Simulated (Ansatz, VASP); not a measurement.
MnAs in VASP and in Ansatz

File INCAR:

```
PREC     = Accurate       # precision mode
ENCUT    = 520            # plane-wave cutoff, eV
EDIFF    = 1E-7           # SCF threshold, eV
ISMEAR   = 0              # smearing method
SIGMA    = 0.05           # smearing width, eV
LREAL    = F              # projectors in reciprocal space
LASPH    = T              # aspherical terms in the spheres
NELM     = 150            # most SCF steps
ALGO     = Normal         # electronic algorithm
ISIF     = 2              # what is computed and relaxed
LWAVE    = F              # write WAVECAR
LCHARG   = T              # write CHGCAR
ISPIN    = 2              # spin polarisation
MAGMOM   = 3.88 0         # initial moments
LORBIT   = 11             # projections on sites
LMAXMIX  = 4              # l up to which the mixer works
GGA      = PE             # functional
LELF     = T              # ELF
LVHAR    = T            
NBANDS   = 20             # bands
```

File KPOINTS:

```
Automatic mesh
0
Gamma
  12 12 12
```

Contents of POSCAR:

```
MnAs
1.0
    0.0000000000      2.8299541856      2.8299541856
    2.8865532693      0.0000000000      2.8299541856
    2.8865532693      2.8299541856      0.0000000000
Mn As
1 1
Direct
    0.0000000000      0.0000000000      0.0000000000
    0.2500000000      0.2500000000      0.2500000000
```

Input for Ansatz:

```yaml
crystal:
  lattice:
    - [0.0, 2.8299541856, 2.8299541856]
    - [2.8865532693, 0.0, 2.8299541856]
    - [2.8865532693, 2.8299541856, 0.0]
  atoms:
    - { symbol: Mn, position: [0.0, 0.0, 0.0], spin: 3.88 }
    - { symbol: As, position: [0.25, 0.25, 0.25] }
basis:
  ecutwfc: 420
  ecutrho_ratio: 4
kpoints:
  mp_grid: { grid: [12, 12, 12] }
hamiltonian:
  xc: pbe
scf:
  occupations: { method: gaussian, width: 0.05 }
output:
  forces: true
  stress: true
  eigenvalues: true
  populations: true
magnetization:
  spin_polarized: true
```

Change from the starting cell: strain e1 = +0.02, atoms carried along.

Alike in both runs: task single point; functional PBE; k mesh 12 × 12 × 12; occupations gaussian, width 0.05 eV; collinear spin.

|  | VASP | Ansatz |
| --- | --- | --- |
| version | VASP 6.6.1 | Ansatz 0.2.0 |
| potentials or method | VASP PAW PBE potentials, release 64 (Mn_pv, As), cutoff 520 eV | scalar-relativistic, plane waves, PAW |
| valence electrons in the cell | 18 | 30 |

Ansatz gave:

| Property | Result |
| --- | --- |
| gap on the k mesh at the Fermi level (eV) | none |
| pressure (GPa) | -0.7 |
| traceless stress, the component that is largest in VASP (GPa) | -0.07 |
| net moment per atom (μB) | 1.91 |
| size of the moment on the site where the two differ most (μB) | 3.61 |

Problem. Estimate VASP's values.

Solution. gap on the k mesh at the Fermi level (eV): none; pressure (GPa): -0.6; traceless stress, the component that is largest in VASP (GPa): -0.07; net moment per atom (μB): 1.90; size of the moment on the site where the two differ most (μB): 3.71.

Site moments also hang on the region over which each program counts them. A gap of «none» marks a metal or a gap that the smearing closes. VASP's potentials hold 18 valence electrons a cell and Ansatz's 30, so a difference there can come from the potentials and not from the codes.
